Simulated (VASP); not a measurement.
Crystal: HgTe (Coloradoite).

```
CELL_PARAMETERS angstrom
0.00000 3.21450 3.21450
3.21450 0.00000 3.21450
3.21450 3.21450 0.00000
ATOMIC_POSITIONS crystal
Hg 0.00000 0.00000 0.00000
Te 0.75000 0.75000 0.75000
```

| Item | Value |
| --- | --- |
| Program | VASP 6.6.1 |
| Task | relaxation of cell and atoms |
| Functional | revPBE |
| Dispersion | D3(BJ) |
| Potentials or basis | VASP PAW PBE potentials, release 64 (Hg, Te) |
| Cutoff | 500 eV |
| k mesh | 7 × 7 × 7 |
| Occupations | fermi-dirac, width 0.05 eV |
| Spin | no spin polarisation |

At the start: pressure 1.9 GPa; volume 33.22 Å³/atom.

Where does the relaxation end?

Over 3 steps the energy falls by 8.2 meV/atom and the volume is 34.64 Å³/atom (+4.3 %); space group F-43m (No. 216, to 0.05 Å).

Step by step:
| step | energy change (eV) | largest force (eV/Å) | pressure (GPa) | volume (Å³) |
| --- | --- | --- | --- | --- |
| 1 | 0.0000 | 0.0000 | 1.92 | 66.43 |
| 2 | -0.0145 | 0.0000 | -0.57 | 70.33 |
| 3 | -0.0164 | 0.0000 | 0.01 | 69.29 |

Final structure:
```xyz
2
Lattice="0.0000 3.2600 3.2600 3.2600 0.0000 3.2600 3.2600 3.2600 0.0000" Properties=species:S:1:pos:R:3 pbc="T T T"
Hg    0.0000    0.0000    0.0000
Te    4.8899    4.8899    4.8899
```

Caveat: the PAW data sets were made with another functional, which shifts forces and pressure a little; pairwise dispersion overbinds metals, which lowers pressure and volume.
